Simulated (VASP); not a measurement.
# TiB in VASP: further runs, part 2 of 2

VASP 6.6.1. Earlier steps stand in the parts before.

### 3 Single point, r2SCAN (biaxial strain in the a-b plane: -2.0 %)

File POSCAR:

```
TiB
1.0
    2.4271863134      2.4271863134      0.0000000000
   -2.4271863134      2.4271863134      0.0000000000
    0.0000000000      0.0000000000      5.0128827533
Ti B
2 2
Direct
    0.5000000000      0.0000000000      0.2500000000
    0.0000000000      0.5000000000      0.7500000000
    0.0000000000      0.0000000000      0.0000000000
    0.5000000000      0.5000000000      0.5000000000
```

File INCAR.step1:

```
SYSTEM = TiB
  ALGO = Normal
  EDIFF = 1E-4
  ENCUT = 520
  GGA = PE
  ISMEAR = 0
  LASPH = .TRUE.
  LCHARG = .FALSE.
  LREAL = .FALSE.
  LWAVE = .TRUE.
  NBANDS = 23
  NELM = 80
  PREC = Accurate
  SIGMA = 0.1
```

File INCAR.step2:

```
SYSTEM = TiB
  ALGO = Normal
  EDIFF = 1E-7
  ENCUT = 520
  ISIF = 2
  ISMEAR = 0
  ISTART = 1
  LASPH = .TRUE.
  LCHARG = .FALSE.
  LMIXTAU = .TRUE.
  LREAL = .FALSE.
  LWAVE = .FALSE.
  METAGGA = R2SCAN
  NBANDS = 23
  NELM = 80
  PREC = Accurate
  SIGMA = 0.1
```

File KPOINTS:

```
k-points
0
G
  16 16 10
  0 0 0
```

Potentials or basis: VASP PAW PBE potentials, release 64 (Ti_sv, B).

Command:

```console
$ cat potpaw_PBE.64/Ti_sv/POTCAR potpaw_PBE.64/B/POTCAR > POTCAR
$ cp INCAR.step1 INCAR
$ mpirun -np 1 vasp_std > vasp.out
$ cp INCAR.step2 INCAR
$ mpirun -np 1 vasp_std > vasp.out
```

OUTCAR:

```text
SYSTEM = TiB
   EDIFF = 1E-7
   ENCUT = 520
   ISIF = 2
   ISMEAR = 0
   ISTART = 1
   LASPH = .TRUE.
   LREAL = .FALSE.
   METAGGA = R2SCAN
   NELM = 80
   PREC = Accurate

 ion  position               nearest neighbor table
   1  0.500  0.000  0.250-   3 2.13   4 2.13   4 2.13   3 2.13
   2  0.000  0.500  0.750-   3 2.13   4 2.13   3 2.13   4 2.13
   3  0.000  0.000  0.000-   1 2.13   2 2.13   2 2.13   1 2.13
   4  0.500  0.500  0.500-   1 2.13   2 2.13   1 2.13   2 2.13

  LATTYP: Found a simple tetragonal cell.
 ALAT       =     3.4325598028
 C/A-ratio  =     1.4603919644

  Lattice vectors:

 A1 = (   2.4271863134,   2.4271863134,   0.0000000000)
 A2 = (  -2.4271863134,   2.4271863134,   0.0000000000)
 A3 = (   0.0000000000,   0.0000000000,   5.0128827533)

Analysis of symmetry for initial positions (statically):
=====================================================================
 Subroutine PRICEL returns following result:

  LATTYP: Found a body centered tetragonal cell.
 ALAT       =     3.4325598028
 C/A-ratio  =     1.4603919644

  Lattice vectors:

 A1 = (   2.4271863134,   0.0000000000,  -2.5064413766)
 A2 = (  -2.4271863134,   0.0000000000,  -2.5064413767)
 A3 = (   0.0000000000,   2.4271863134,   2.5064413767)

   2 primitive cells build up your supercell.

 Routine SETGRP: Setting up the symmetry group for a
 simple tetragonal supercell.

 Subroutine GETGRP returns: Found  8 space group operations
 (whereof  8 operations were pure point group operations)
 out of a pool of 16 trial point group operations.

The static configuration has the point symmetry D_2d.

Analysis of symmetry for dynamics (positions and initial velocities):
=====================================================================
 Subroutine PRICEL returns following result:

  LATTYP: Found a body centered tetragonal cell.
 ALAT       =     3.4325598028
 C/A-ratio  =     1.4603919644

  Lattice vectors:

 A1 = (   2.4271863134,   0.0000000000,  -2.5064413766)
 A2 = (  -2.4271863134,   0.0000000000,  -2.5064413767)
 A3 = (   0.0000000000,   2.4271863134,   2.5064413767)

   2 primitive cells build up your supercell.

 Routine SETGRP: Setting up the symmetry group for a
 simple tetragonal supercell.

 Subroutine GETGRP returns: Found  8 space group operations
 (whereof  8 operations were pure point group operations)
 out of a pool of 16 trial point group operations.

The dynamic configuration has the point symmetry D_2d.

 Subroutine INISYM returns: Found  8 space group operations
 (whereof  8 operations are pure point group operations),
 and found     2 'primitive' translations

----------------------------------------------------------------------------------------

                                     Primitive cell

  volume of cell :      29.5321

  direct lattice vectors                    reciprocal lattice vectors
     2.427186313  0.000000000 -2.506441377     0.205999843  0.205999843 -0.199486014
    -2.427186313  0.000000000 -2.506441377    -0.205999843  0.205999843 -0.199486014
     0.000000000  2.427186313  2.506441377     0.000000000  0.411999686  0.000000000

  length of vectors
     3.489051701  3.489051701  3.489051701     0.353081493  0.353081493  0.411999686

  position of ions in fractional coordinates (direct lattice)
[... 24 lines left out ...]
     0.018207986  0.018207986  0.019948601

  Shift w.r.t. Gamma in fractional coordinates (k-lattice)
     0.000000000  0.000000000  0.000000000

 Subroutine IBZKPT returns following result:
 ===========================================

 Found    270 irreducible k-points:

 Following reciprocal coordinates:
            Coordinates               Weight
  0.000000  0.000000  0.000000      1.000000
  0.062500  0.000000  0.000000      4.000000
  0.125000  0.000000  0.000000      4.000000
  0.187500  0.000000  0.000000      4.000000
  0.250000  0.000000  0.000000      4.000000
  0.312500  0.000000  0.000000      4.000000
[... 16 lines left out ...]
  0.437500  0.125000  0.000000      8.000000
  0.500000  0.125000  0.000000      4.000000
 [... further k-points ...]
   k-points           NKPTS =    270   k-points in BZ     NKDIM =    270   number of bands    NBANDS=     23
   number of dos      NEDOS =    301   number of ions     NIONS =      4
   total plane-waves  NPLWV =  31360
   dimension x,y,z NGX =    28 NGY =   28 NGZ =   40
   dimension x,y,z NGXF=    56 NGYF=   56 NGZF=   80
   ions per type =               2   2
   NGX,Y,Z   is equivalent  to a cutoff of  13.56, 13.56, 13.27 a.u.
   NGXF,Y,Z  is equivalent  to a cutoff of  27.12, 27.12, 26.53 a.u.
 SYSTEM =  TiB
   PREC   = accura    normal or accurate (medium, high low for compatibility)
   ISTART =      1    job   : 0-new  1-cont  2-samecut
   ICHARG =      0    charge: 1-file 2-atom 10-const
   ISPIN  =      1    spin polarized calculation?
   LNONCOLLINEAR =      F non collinear calculations
   LSORBIT =      F    spin-orbit coupling
   LASPH  =      T    aspherical Exc in radial PAW
   ENCUT  =  520.0 eV  38.22 Ry    6.18 a.u.   6.38  6.38  9.32*2*pi/ulx,y,z
   NELM   =     80;   NELMIN=  2; NELMDL=  0     # of ELM steps
   EDIFF  = 0.1E-06   stopping-criterion for ELM
   LREAL  =      F    real-space projection
   EDIFFG = 0.1E-05   stopping-criterion for IOM
   NSW    =      0    number of steps for IOM
   IBRION =     -1    ionic relax: 0-MD 1-quasi-New 2-CG
   NFREE  =      0    steps in history (QN), initial steepest desc. (CG)
   ISIF   =      2    stress and relaxation
   ISYM   =      2    0-nonsym 1-usesym 2-fastsym
   POTIM  = 0.5000    time-step for ionic-motion
   TEBEG  =    0.0;   TEEND  =   0.0 temperature during run
   PSTRESS=    0.0 pullay stress
   NELECT =      30.0000    total number of electrons
   NUPDOWN=      -1.0000    fix difference up-down
   EMIN   =  10.00;   EMAX   =-10.00  energy-range for DOS
   EFERMI =   0.00;   METHOD = LEGACY
   ISMEAR =     0;   SIGMA  =   0.10  broadening in eV -4-tet -1-fermi 0-gaus
   EFERMI_NEDOS =   21; number of points for ismear=-14 and -15
   IALGO  =     38    algorithm
   IMIX   =      4    mixing-type and parameters
     AMIX     =   0.40;   BMIX     =  1.00
     AMIX_MAG =   1.60;   BMIX_MAG =  1.00
  volume/ion in A,a.u.               =      14.77        99.65
  Fermi-wavevector in a.u.,A,eV,Ry     =   1.306193  2.468347 23.213443  1.706140
  Thomas-Fermi vector in A             =   2.437011
   LORBIT       =      0    0 simple, 1 ext, 2 COOP (PROOUT), +10 PAW based schemes
   METAGGA = R2SCAN    functional components
   LHFCALC =     F    Hartree Fock is set to
   AEXX    =    0.0000 exact exchange contribution
   IVDW    =     0    specifies the selected vdW correction
   LEPSILON=     F    determine dielectric tensor
   LRPA    =     F    only Hartree local field effects (RPA)
 non-spin polarized calculation
 Gauss-broadening in eV      SIGMA  =   0.10
  energy-cutoff  :      520.00
  volume of cell :       59.06
 maximum number of plane-waves:      1609
 NGX is ok and might be reduce to    28
   NGX = 13   NGY = 13   NGZ = 19

 number of electron      29.9999994 magnetization

 Free energy of the ion-electron system (eV)
  ---------------------------------------------------
  ext. energy  EPLUGINS =         0.00000000
  ---------------------------------------------------
  free energy    TOTEN  =       -37.82726963 eV

  energy without entropy =      -37.81104885  energy(sigma->0) =      -37.81915924

 E-fermi :   4.8631     XC(G=0): -11.2007

 val. band max:        4.8595463503   @ k =   0.4375   0.2500   0.3000
 cond. band min:       4.8655141270   @ k =   0.5000   0.1250   0.0000
 fundamental gap:      0.0059677767
 Fermi energy:         4.8630660180

 k-point     1 :       0.0000    0.0000    0.0000
  band No.  band energies     occupation
      1     -53.4848      2.00000
      2     -53.4661      2.00000
      3     -28.8037      2.00000
      4     -28.7153      2.00000
      5     -28.7153      2.00000
      6     -28.6616      2.00000
[... 613 lines left out ...]
     22       9.0852      0.00000
     23      10.1865      0.00000

 [... further k-points ...]
[... 5 lines left out ...]
  --------------------------------------------------------------------------------------
  -------------------------------------------------------------------------------------
  Total        1.0921846      1.0921846      1.5359655      0.0000000      0.0000000     -0.0000000
  in kB       29.6266704     29.6266704     41.6647015      0.0000000      0.0000000     -0.0000000
  external PRESSURE =      33.6393475 kB  Pullay stress =       0.0000000 kB

 VOLUME and BASIS-vectors are now :
 -----------------------------------------------------------------------------
  energy-cutoff  :      520.00
  volume of cell :       59.06
      direct lattice vectors                 reciprocal lattice vectors
     2.427186313  2.427186313  0.000000000     0.205999843  0.205999843  0.000000000
    -2.427186313  2.427186313  0.000000000    -0.205999843  0.205999843  0.000000000
     0.000000000  0.000000000  5.012882753     0.000000000  0.000000000  0.199486014

 POSITION                                       TOTAL-FORCE (eV/Angst)
 -----------------------------------------------------------------------------------
      1.21359      1.21359      1.25322        -0.000000     -0.000000      0.000000
     -1.21359      1.21359      3.75966        -0.000000     -0.000000     -0.000000
      0.00000      0.00000      0.00000         0.000000      0.000000      0.000000
      0.00000      2.42719      2.50644        -0.000000      0.000000      0.000000
 -----------------------------------------------------------------------------------
    total drift:                               -0.000000      0.000000      0.000000

  FREE ENERGIE OF THE ION-ELECTRON SYSTEM (eV)
  ---------------------------------------------------
  free  energy   TOTEN  =       -37.8272696285 eV

  energy  without entropy=      -37.8110488491  energy(sigma->0) =      -37.81915924
```

Wall time 25 min (1 thread of Intel Xeon Platinum 8488C (Sapphire Rapids), shared host); peak memory 0.42 GiB.

Results:

| Item | Value |
| --- | --- |
| Free energy | -37.8273 eV |
| Pressure | 3.4 GPa |
| Band gap on the k mesh | zero (bands 15 and 16 overlap by 1.42 eV) |

Levels at points of the mesh, in eV from the Fermi level:
| k point | band 12 | band 13 | band 14 | band 15 | band 16 | band 17 | band 18 | band 19 |
| --- | --- | --- | --- | --- | --- | --- | --- | --- |
| (0.00, 0.00, 0.00) | -1.16 | -1.07 | -1.07 | 0.68 | 1.00 | 1.00 | 2.43 | 2.63 |
| (0.50, 0.00, 0.00) | -1.92 | -1.17 | -1.17 | -0.17 | -0.17 | 2.15 | 2.15 | 3.07 |
| (0.50, 0.50, 0.00) | -2.92 | 0.76 | 0.76 | 0.89 | 0.89 | 0.92 | 0.92 | 3.29 |
| (0.00, 0.00, 0.50) | -2.04 | -0.35 | -0.35 | -0.35 | -0.35 | 1.36 | 1.36 | 2.97 |
| (0.50, 0.00, 0.50) | -2.42 | -0.69 | -0.69 | -0.48 | -0.48 | 2.89 | 2.89 | 2.95 |
| (0.50, 0.50, 0.50) | -2.07 | -0.47 | -0.47 | 0.61 | 0.61 | 0.93 | 0.93 | 2.61 |

Caveat: the cell differs from its parent crystal (biaxial strain in the a-b plane: -2.0 %); the cell stands under pressure; the PAW data sets were made with another functional, which shifts forces and pressure a little.

### 4 Single point, r2SCAN

This run uses another cell than the first one, of 15.19 Å³/atom.

File POSCAR:

```
TiB
1.0
    2.4767207279      2.4767207279      0.0000000000
   -2.4767207279      2.4767207279      0.0000000000
    0.0000000000      0.0000000000      4.9534414559
Ti B
2 2
Direct
    0.5000000000      0.0000000000      0.2500000000
    0.0000000000      0.5000000000      0.7500000000
    0.0000000000      0.0000000000      0.0000000000
    0.5000000000      0.5000000000      0.5000000000
```

File INCAR.step1:

```
SYSTEM = TiB
ALGO = Normal
EDIFF = 1E-4
ENCUT = 520
GGA = PE
ISMEAR = 0
LASPH = .TRUE.
LCHARG = .FALSE.
LREAL = .FALSE.
LWAVE = .TRUE.
NBANDS = 23
NELM = 100
PREC = Accurate
SIGMA = 0.1
```

File INCAR.step2:

```
SYSTEM = TiB
ALGO = Normal
EDIFF = 1E-6
ENCUT = 520
ISIF = 2
ISMEAR = 0
ISTART = 1
LASPH = .TRUE.
LCHARG = .FALSE.
LMIXTAU = .TRUE.
LREAL = .FALSE.
LWAVE = .FALSE.
METAGGA = R2SCAN
NBANDS = 23
NELM = 100
PREC = Accurate
SIGMA = 0.1
```

KPOINTS is that of step 3.

Command:

```console
$ cat potpaw_PBE.64/Ti_sv/POTCAR potpaw_PBE.64/B/POTCAR > POTCAR
$ cp INCAR.step1 INCAR
$ mpirun -np 1 vasp_std > vasp.out
$ cp INCAR.step2 INCAR
$ mpirun -np 1 vasp_std > vasp.out
```

Wall time 25 min (1 thread of Intel Xeon Platinum 8488C (Sapphire Rapids), shared host); peak memory 0.42 GiB.

Results (log left out):

```
Free energy            : -37.8423 eV
Pressure               : 0.2 GPa
Band gap on the k mesh : zero (bands 15 and 16 overlap by 1.42 eV)
```

Levels at points of the mesh, in eV from the Fermi level:
```tsv
k point	band 13	band 14	band 15	band 16	band 17	band 18
(0.00, 0.00, 0.00)	-1.06	-1.06	0.82	0.86	0.86	2.47
(0.50, 0.00, 0.00)	-1.07	-1.07	-0.24	-0.24	2.08	2.08
(0.50, 0.50, 0.00)	0.82	0.82	0.86	0.86	0.86	0.86
(0.00, 0.00, 0.50)	-0.40	-0.40	-0.40	-0.40	1.46	1.46
(0.50, 0.00, 0.50)	-0.56	-0.56	-0.56	-0.56	2.85	2.85
(0.50, 0.50, 0.50)	-0.37	-0.37	0.60	0.60	0.94	0.94
```

Caveat: the PAW data sets were made with another functional, which shifts forces and pressure a little.

### 5 The runs side by side

```csv
cell,gap on the mesh (eV),pressure (GPa)
"a = 3.643, b = 3.643, c = 5.152 Å, 4 atoms",none,-9.8
"a = 3.433, b = 3.433, c = 5.013 Å, 4 atoms",none,3.4
"a = 3.503, b = 3.503, c = 4.953 Å, 4 atoms",none,0.2
```

Alike in all rows: task single point; level r2SCAN; potentials or basis VASP PAW PBE potentials, release 64 (Ti_sv, B); no spin polarisation; k mesh 16 × 16 × 10; cutoff (eV) 520; smearing gaussian 0.1 eV.

Caveats: the PAW data sets were made with another functional, which shifts forces and pressure a little; the cell stands under tension (at least some runs); the cell stands under pressure (at least some runs).

Total energies depend on the potentials used, so only differences within one code and one set of settings carry meaning.
